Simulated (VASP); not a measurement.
Set up this calculation in VASP 6.6.1, as the native input.

* Task: single point
* Functional: PBEsol
* Potentials or basis: VASP PAW PBE potentials, release 64 (Na_pv)
* Cutoff: 520 eV
* k mesh: 12 × 12 × 10
* Occupations: gaussian, width 0.15 eV
* Spin: no spin polarisation
* Dipole correction: no
* Further INCAR settings: ALGO = Fast; EDIFF = 1e-06; NBANDS = 14

The structure of Na lies in POSCAR:

```
Na
1.0
    0.0000000000     -3.7271439106      0.0000000000
   -3.7271439106      0.0000000000      0.0000000000
    0.0000000000      0.0000000000     -5.2241838134
Na
2
Direct
    0.5000000000      0.6094671979      0.5604879176
    0.0000000000     -0.1094671979     -0.0604879176
```

This cell differs from its parent crystal: atoms displaced along several vibrational modes.

These files were run (other wordings do the same):

INCAR

```
SYSTEM = Na
ALGO = Fast
EDIFF = 1E-6
ENCUT = 520
GGA = PS
ISIF = 2
ISMEAR = 0
LASPH = .TRUE.
LCHARG = .FALSE.
LREAL = .FALSE.
LWAVE = .FALSE.
NBANDS = 14
NELM = 100
PREC = Accurate
SIGMA = 0.15
```

KPOINTS

```
k-points
0
G
  12 12 10
  0 0 0
```

Potentials or basis: VASP PAW PBE potentials, release 64 (Na_pv).

Command:

```console
$ cat potpaw_PBE.64/Na_pv/POTCAR > POTCAR
$ mpirun -np 1 vasp_std > vasp.out
```

It gave:

```json
{
  "Pressure": "1.1 GPa",
  "Largest force": "0.793 eV/Å",
  "Band gap on the k mesh": "zero (bands 7 and 8 overlap by 4.19 eV)"
}
```

Caveat: the cell differs from its parent crystal (atoms displaced along several vibrational modes); the PAW data sets were made with another functional, which shifts forces and pressure a little.

Wall time 2.1 min on 1 thread of AMD EPYC 9R45 96-Core Processor (Zen 5), on a shared host, peak memory 0.38 GiB.
